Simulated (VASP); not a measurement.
# BN in VASP: further runs

Runs on BN. Level: PBE. Tasks: single point.

Program: VASP 6.6.1. These are calculated values, not measurements. Logs are shortened: lines on timing, memory, paths and dates and some standing lists are left out, and cuts for length are marked.

## Step 1: The cell of the first run

The cell holds a slab with vacuum, 6 atoms: a = 2.563 Å, b = 3.625 Å, c = 24.625 Å, α = 90.00°, β = 90.00°, γ = 90.00°.

## Step 2: Single point, PBE

INCAR

```
SYSTEM = BN
ALGO     = Normal         ! electronic algorithm
DIPOL    = 0.5 0.5 0.500
EDIFF    = 1E-6           ! SCF threshold, eV
ENCUT    = 520            ! plane-wave cutoff, eV
GGA      = PE             ! functional
IDIPOL   = 3            
ISIF     = 2              ! what is computed and relaxed
ISMEAR   = -1             ! smearing method
LASPH    = .True.         ! aspherical terms in the spheres
LCHARG   = .False.        ! write CHGCAR
LDIPOL   = .True.       
LREAL    = .False.        ! projectors in reciprocal space
LWAVE    = .False.        ! write WAVECAR
NBANDS   = 21             ! bands
NELM     = 100            ! most SCF steps
PREC     = Accurate       ! precision mode
SIGMA    = 0.02           ! smearing width, eV
```

KPOINTS

```
k-points
0
Gamma
  12 8 1
  0 0 0
```

POSCAR

```
BN
1.0
    2.5630581741      0.0000000000      0.0000000000
    0.0000000000      3.6247116310      0.0000000000
    0.0000000000      0.0000000000     24.6255000000
B N
3 3
Direct
    0.2500000000      0.0843064563      0.4549896397
    0.7500000000      0.6344127657      0.4999999814
    0.2500000000      0.0843065516      0.5450103260
    0.7500000000      0.9015453098      0.4466923317
    0.2500000000      0.3938833935      0.5000000063
    0.7500000000      0.9015455231      0.5533076683
```

Potentials or basis: VASP PAW PBE potentials, release 64 (B, N).

On the command line:

```
cat potpaw_PBE.64/B/POTCAR potpaw_PBE.64/N/POTCAR > POTCAR
mpirun -np 1 vasp_std > vasp.out
```

OUTCAR:

```text
SYSTEM = BN
   EDIFF = 1E-6
   ENCUT = 520
   GGA = PE
   ISIF = 2
   ISMEAR = -1
   LASPH = .True.
   LREAL = .False.
   NELM = 100
   PREC = Accurate

 ion  position               nearest neighbor table
   1  0.250  0.084  0.455-   4 1.46   4 1.46   5 1.58
   2  0.750  0.634  0.500-   5 1.55   5 1.55   4 1.63   6 1.63
   3  0.250  0.084  0.545-   6 1.46   6 1.46   5 1.58
   4  0.750  0.902  0.447-   1 1.46   1 1.46   2 1.63
   5  0.250  0.394  0.500-   2 1.55   2 1.55   3 1.58   1 1.58
   6  0.750  0.902  0.553-   3 1.46   3 1.46   2 1.63

  LATTYP: Found a simple orthorhombic cell.
 ALAT       =     2.5630581741
 B/A-ratio  =     1.4142135624
 C/A-ratio  =     9.6078583970

  Lattice vectors:

 A1 = (   2.5630581741,   0.0000000000,   0.0000000000)
 A2 = (   0.0000000000,   3.6247116310,   0.0000000000)
 A3 = (   0.0000000000,   0.0000000000,  24.6255000000)

Analysis of symmetry for initial positions (statically):
=====================================================================
 Subroutine PRICEL returns:
 Original cell was already a primitive cell.

 Routine SETGRP: Setting up the symmetry group for a
 simple orthorhombic supercell.

 Subroutine GETGRP returns: Found  4 space group operations
 (whereof  2 operations were pure point group operations)
 out of a pool of  8 trial point group operations.

The static configuration has the point symmetry C_1h.
 The point group associated with its full space group is C_2v.

Analysis of symmetry for dynamics (positions and initial velocities):
=====================================================================
 Subroutine PRICEL returns:
 Original cell was already a primitive cell.

 Routine SETGRP: Setting up the symmetry group for a
 simple orthorhombic supercell.

 Subroutine GETGRP returns: Found  4 space group operations
 (whereof  2 operations were pure point group operations)
 out of a pool of  8 trial point group operations.

The dynamic configuration has the point symmetry C_1h.
 The point group associated with its full space group is C_2v.

 Subroutine INISYM returns: Found  4 space group operations
 (whereof  2 operations are pure point group operations),
 and found     1 'primitive' translations

----------------------------------------------------------------------------------------

                                     Primitive cell

  volume of cell :     228.7794

  direct lattice vectors                    reciprocal lattice vectors
     2.563058174  0.000000000  0.000000000     0.390158916  0.000000000  0.000000000
     0.000000000  3.624711631  0.000000000     0.000000000  0.275884016  0.000000000
     0.000000000  0.000000000 24.625500000     0.000000000  0.000000000  0.040608313

  length of vectors
     2.563058174  3.624711631 24.625500000     0.390158916  0.275884016  0.040608313

  position of ions in fractional coordinates (direct lattice)
     0.250000000  0.084306456  0.454989640
     0.750000000  0.634412766  0.499999981
     0.250000000  0.084306552  0.545010326
     0.750000000  0.901545310  0.446692332
     0.250000000  0.393883393  0.500000006
     0.750000000  0.901545523  0.553307668

  ion indices of the primitive-cell ions
   primitive index   ion index
                 1           1
                 2           2
                 3           3
                 4           4
                 5           5
                 6           6

----------------------------------------------------------------------------------------

 KPOINTS: k-points

Automatic generation of k-mesh.
 Grid dimensions read from file:
 generate k-points for:   12    8    1

 Generating k-lattice:

  Cartesian coordinates                     Fractional coordinates (reciprocal lattice)
     0.032513243  0.000000000  0.000000000     0.083333333  0.000000000  0.000000000
     0.000000000  0.034485502  0.000000000     0.000000000  0.125000000  0.000000000
     0.000000000  0.000000000  0.040608313     0.000000000  0.000000000  1.000000000

  Length of vectors
     0.032513243  0.034485502  0.040608313

  Shift w.r.t. Gamma in fractional coordinates (k-lattice)
     0.000000000  0.000000000  0.000000000

 Subroutine IBZKPT returns following result:
 ===========================================

 Found     35 irreducible k-points:

 Following reciprocal coordinates:
            Coordinates               Weight
  0.000000  0.000000  0.000000      1.000000
  0.083333  0.000000  0.000000      2.000000
  0.166667  0.000000  0.000000      2.000000
  0.250000  0.000000  0.000000      2.000000
  0.333333  0.000000  0.000000      2.000000
  0.416667  0.000000  0.000000      2.000000
[... 16 lines left out ...]
  0.083333  0.375000  0.000000      4.000000
  0.166667  0.375000  0.000000      4.000000
 [... further k-points ...]
   k-points           NKPTS =     35   k-points in BZ     NKDIM =     35   number of bands    NBANDS=     21
   number of dos      NEDOS =    301   number of ions     NIONS =      6
   total plane-waves  NPLWV = 107520
   dimension x,y,z NGX =    20 NGY =   28 NGZ =  192
   dimension x,y,z NGXF=    40 NGYF=   56 NGZF=  384
   ions per type =               3   3
   NGX,Y,Z   is equivalent  to a cutoff of  12.97, 12.84, 12.96 a.u.
   NGXF,Y,Z  is equivalent  to a cutoff of  25.94, 25.68, 25.92 a.u.
 SYSTEM =  BN
   PREC   = accura    normal or accurate (medium, high low for compatibility)
   ISTART =      0    job   : 0-new  1-cont  2-samecut
   ICHARG =      2    charge: 1-file 2-atom 10-const
   ISPIN  =      1    spin polarized calculation?
   LNONCOLLINEAR =      F non collinear calculations
   LSORBIT =      F    spin-orbit coupling
   LASPH  =      T    aspherical Exc in radial PAW
   ENCUT  =  520.0 eV  38.22 Ry    6.18 a.u.   4.77  6.74 45.79*2*pi/ulx,y,z
   NELM   =    100;   NELMIN=  2; NELMDL= -5     # of ELM steps
   EDIFF  = 0.1E-05   stopping-criterion for ELM
   LREAL  =      F    real-space projection
   EDIFFG = 0.1E-04   stopping-criterion for IOM
   NSW    =      0    number of steps for IOM
   IBRION =     -1    ionic relax: 0-MD 1-quasi-New 2-CG
   NFREE  =      0    steps in history (QN), initial steepest desc. (CG)
   ISIF   =      2    stress and relaxation
   ISYM   =      2    0-nonsym 1-usesym 2-fastsym
   POTIM  = 0.5000    time-step for ionic-motion
   TEBEG  =    0.0;   TEEND  =   0.0 temperature during run
   PSTRESS=    0.0 pullay stress
   NELECT =      24.0000    total number of electrons
   NUPDOWN=      -1.0000    fix difference up-down
   EMIN   =  10.00;   EMAX   =-10.00  energy-range for DOS
   EFERMI =   0.00;   METHOD = LEGACY
   ISMEAR =    -1;   SIGMA  =   0.02  broadening in eV -4-tet -1-fermi 0-gaus
   EFERMI_NEDOS =   21; number of points for ismear=-14 and -15
   IALGO  =     38    algorithm
   IMIX   =      4    mixing-type and parameters
     AMIX     =   0.40;   BMIX     =  1.00
     AMIX_MAG =   1.60;   BMIX_MAG =  1.00
  volume/ion in A,a.u.               =      38.13       257.31
  Fermi-wavevector in a.u.,A,eV,Ry     =   0.772099  1.459055  8.110932  0.596137
  Thomas-Fermi vector in A             =   1.873658
   LORBIT       =      0    0 simple, 1 ext, 2 COOP (PROOUT), +10 PAW based schemes
   GGA     = PE    functional components
   LHFCALC =     F    Hartree Fock is set to
   AEXX    =    0.0000 exact exchange contribution
   IVDW    =     0    specifies the selected vdW correction
   LEPSILON=     F    determine dielectric tensor
   LRPA    =     F    only Hartree local field effects (RPA)
 non-spin polarized calculation
  energy-cutoff  :      520.00
  volume of cell :      228.78
 maximum number of plane-waves:      6206
 NGX is ok and might be reduce to    20
   NGX =  9   NGY = 13   NGZ = 91

 number of electron      24.0000002 magnetization

 dipolmoment           0.000000      0.000000      0.000003 electrons x Angstroem

 Free energy of the ion-electron system (eV)
  ---------------------------------------------------
  ext. energy  EPLUGINS =         0.00000000
  ---------------------------------------------------
  free energy    TOTEN  =       -48.84225457 eV

  energy without entropy =      -48.84225448  energy(sigma->0) =      -48.84225453

 E-fermi :  -3.8043     XC(G=0):  -2.7026

 val. band max:       -4.0427527825   @ k =   0.0000   0.5000   0.0000
 cond. band min:      -3.5691558473   @ k =   0.5000   0.0000   0.0000
 fundamental gap:      0.4735969352
 Fermi energy:        -3.8043440134

 k-point     1 :       0.0000    0.0000    0.0000
  band No.  band energies     occupation
      1     -23.7349      2.00000
      2     -20.2116      2.00000
      3     -18.9805      2.00000
      4     -12.7027      2.00000
      5     -10.5344      2.00000
      6     -10.1179      2.00000
[... 13 lines left out ...]
     20       3.8410      0.00000
     21       4.6093      0.00000

 k-point     2 :       0.0833    0.0000    0.0000
  band No.  band energies     occupation
      1     -23.6305      2.00000
      2     -20.1318      2.00000
      3     -18.9426      2.00000
      4     -12.6264      2.00000
      5     -10.4244      2.00000
      6     -10.0618      2.00000
[... 13 lines left out ...]
     20       4.0474      0.00000
     21       4.7668      0.00000

 k-point     3 :       0.1667    0.0000    0.0000
  band No.  band energies     occupation
      1     -23.3202      2.00000
      2     -19.9004      2.00000
      3     -18.8582      2.00000
      4     -12.4030      2.00000
      5     -10.9116      2.00000
      6     -10.1076      2.00000
[... 13 lines left out ...]
     20       4.5830      0.00000
     21       4.8591      0.00000

 k-point     4 :       0.2500    0.0000    0.0000
  band No.  band energies     occupation
      1     -22.8148      2.00000
      2     -19.5447      2.00000
      3     -18.8264      2.00000
      4     -12.0925      2.00000
      5     -11.9481      2.00000
      6     -10.5771      2.00000
[... 13 lines left out ...]
     20       4.9655      0.00000
     21       5.1245      0.00000

 k-point     5 :       0.3333    0.0000    0.0000
  band No.  band energies     occupation
      1     -22.1376      2.00000
      2     -19.1247      2.00000
      3     -19.0154      2.00000
      4     -12.6994      2.00000
      5     -11.6027      2.00000
      6     -11.5788      2.00000
[... 13 lines left out ...]
     20       5.4605      0.00000
     21       6.0375      0.00000
[... 382 lines left out ...]
     20       7.8711      0.00000
     21       7.8727      0.00000

 k-point    22 :       0.0000    0.3750    0.0000
  band No.  band energies     occupation
      1     -22.7290      2.00000
      2     -20.9315      2.00000
      3     -19.9278      2.00000
      4     -12.5539      2.00000
      5     -12.4806      2.00000
      6      -8.6237      2.00000
[... 13 lines left out ...]
     20       5.1149      0.00000
     21       5.2993      0.00000

 k-point    23 :       0.0833    0.3750    0.0000
  band No.  band energies     occupation
      1     -22.6306      2.00000
      2     -20.8496      2.00000
      3     -19.8527      2.00000
      4     -12.5217      2.00000
      5     -12.3729      2.00000
      6      -9.2142      2.00000
[... 13 lines left out ...]
     20       5.4255      0.00000
     21       5.5063      0.00000

 k-point    24 :       0.1667    0.3750    0.0000
  band No.  band energies     occupation
      1     -22.3407      2.00000
      2     -20.6153      2.00000
      3     -19.6357      2.00000
      4     -12.5325      2.00000
      5     -12.0547      2.00000
      6     -10.1526      2.00000
[... 13 lines left out ...]
     20       5.7019      0.00000
     21       5.9834      0.00000

 [... further k-points ...]

------------------------ aborting loop because EDIFF is reached ----------------------------------------

 vacuum level on the upper side and lower side of the slab       (xc-potential included)        -0.009        -0.009

  FORCE on cell =-STRESS in cart. coord.  units (eV):
  Direction    XX          YY          ZZ          XY          YZ          ZX
  --------------------------------------------------------------------------------------
  -------------------------------------------------------------------------------------
  Total       -3.3754211     -0.3759645     -0.0174725      0.0000000      0.0000000      0.0000000
  in kB      -23.6385898     -2.6329365     -0.1223628      0.0000000      0.0000000      0.0000000
  external PRESSURE =      -8.7979631 kB  Pullay stress =       0.0000000 kB

 VOLUME and BASIS-vectors are now :
 -----------------------------------------------------------------------------
  energy-cutoff  :      520.00
  volume of cell :      228.78
      direct lattice vectors                 reciprocal lattice vectors
     2.563058174  0.000000000  0.000000000     0.390158916  0.000000000  0.000000000
     0.000000000  3.624711631  0.000000000     0.000000000  0.275884016  0.000000000
     0.000000000  0.000000000 24.625500000     0.000000000  0.000000000  0.040608313

 POSITION                                       TOTAL-FORCE (eV/Angst)
 -----------------------------------------------------------------------------------
      0.64076      0.30559     11.20435         0.000000      0.002796     -0.027471
      1.92229      2.29956     12.31275         0.000000     -0.008420      0.000000
      0.64076      0.30559     13.42115         0.000000      0.002796      0.027471
      1.92229      3.26784     11.00002         0.000000     -0.000761      0.008073
      0.64076      1.42771     12.31275         0.000000      0.004349      0.000000
      1.92229      3.26784     13.62548         0.000000     -0.000761     -0.008073
 -----------------------------------------------------------------------------------
    total drift:                                0.000000      0.000267      0.000324

  FREE ENERGIE OF THE ION-ELECTRON SYSTEM (eV)
  ---------------------------------------------------
  free  energy   TOTEN  =       -48.8422545698 eV

  energy  without entropy=      -48.8422544850  energy(sigma->0) =      -48.84225453

 vacuum level on the upper side and lower side of the slab         2.179         2.179
```

It took 1.9 min on 1 thread of AMD EPYC 9R45 (Zen 5), shared host; peak memory 0.35 GiB.

What came out:

```
Free energy            : -48.8423 eV
Largest force          : 0.028 eV/Å
Band gap on the k mesh : 0.47 eV (least direct gap 0.66 eV)
```

Forces on the atoms (eV/Å):
```
B    0.000  0.003 -0.027
B    0.000 -0.008  0.000
B    0.000  0.003  0.027
N    0.000 -0.001  0.008
N    0.000  0.004  0.000
N    0.000 -0.001 -0.008
```

Caveat: semilocal functionals underestimate gaps, and a narrow one can read as zero.

## Step 3: Single point, PBE

INCAR

```
PREC = Accurate ; ENCUT = 520
EDIFF = 1E-6 ; ISMEAR = -1
SIGMA = 0.02 ; LREAL = F
LASPH = T ; NELM = 100
ALGO = Normal ; ISIF = 2
LWAVE = F ; LCHARG = F
LDIPOL = T ; IDIPOL = 3
DIPOL = 0.5 0.5 0.500 ; GGA = PE
NBANDS = 21
```

KPOINTS

```
Automatic mesh
0
Gamma
  12 8 1
```

POSCAR is that of step 2.

Potentials or basis: VASP PAW PBE potentials, release 64 (B, N).

On the command line:

```
cat potpaw_PBE.64/B/POTCAR potpaw_PBE.64/N/POTCAR > POTCAR
mpirun -np 1 vasp_std > vasp.out
```

Run time: 1.9 min. Hardware: 1 thread of AMD EPYC 9R45 (Zen 5), shared host; peak memory 0.35 GiB.

Results (log left out):

* Free energy: -48.8423 eV
* Largest force: 0.028 eV/Å
* Band gap on the k mesh: 0.47 eV (least direct gap 0.66 eV)

Forces in eV/Å, atoms in the order of the input:
```
B    0.000  0.003 -0.027
B    0.000 -0.008  0.000
B    0.000  0.003  0.027
N    0.000 -0.001  0.008
N    0.000  0.004  0.000
N    0.000 -0.001 -0.008
```

Levels at points of the mesh, in eV from the valence-band top:
| k point | band 10 | band 11 | band 12 | band 13 | band 14 | band 15 |
| --- | --- | --- | --- | --- | --- | --- |
| (0.00, 0.00, 0.00) | -1.86 | -1.61 | -0.51 | 3.62 | 5.12 | 5.56 |
| (0.50, 0.00, 0.00) | -3.54 | -1.99 | -0.19 | 0.47 | 4.32 | 6.74 |
| (0.00, 0.50, 0.00) | -3.02 | -1.77 | 0.00 | 3.61 | 5.00 | 7.08 |
| (0.50, 0.50, 0.00) | -4.13 | -1.14 | -0.13 | 2.24 | 4.66 | 8.43 |

Caveat: semilocal functionals underestimate gaps, and a narrow one can read as zero.
